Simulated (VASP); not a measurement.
Runs of VASP 6.6.1 on P. The structure is that of space group Pmna (No. 53), or close to it. The cells are those of the table. 

```csv
cell,gap on the mesh (eV),largest force (eV/Å)
"a = 3.161, b = 33.550, c = 4.632 Å, 4 atoms",1.07,0.98
"a = 3.407, b = 36.164, c = 4.632 Å, 4 atoms",0.80,0.46
"a = 3.037, b = 32.243, c = 4.632 Å, 4 atoms",0.99,1.95
"a = 3.530, b = 37.471, c = 4.632 Å, 4 atoms",(b),0.86
"a = 2.791, b = 29.628, c = 4.632 Å, 4 atoms",0.41,4.82
"a = 2.914, b = 30.936, c = 4.632 Å, 4 atoms",(a),3.21
```

Alike in all rows: task single point; level PBE; potentials or basis VASP PAW PBE potentials, release 64 (P); no spin polarisation; k mesh 8 × 1 × 6; cutoff (eV) 520; smearing gaussian 0.05 eV.

Problem. Estimate the missing entries.

Solution. (a) 0.85; (b) 0.68.

Caveats: there is no dipole correction, which matters where the two faces differ; semilocal functionals underestimate gaps, and a narrow one can read as zero (at least some runs).

A k mesh can miss the band edges.
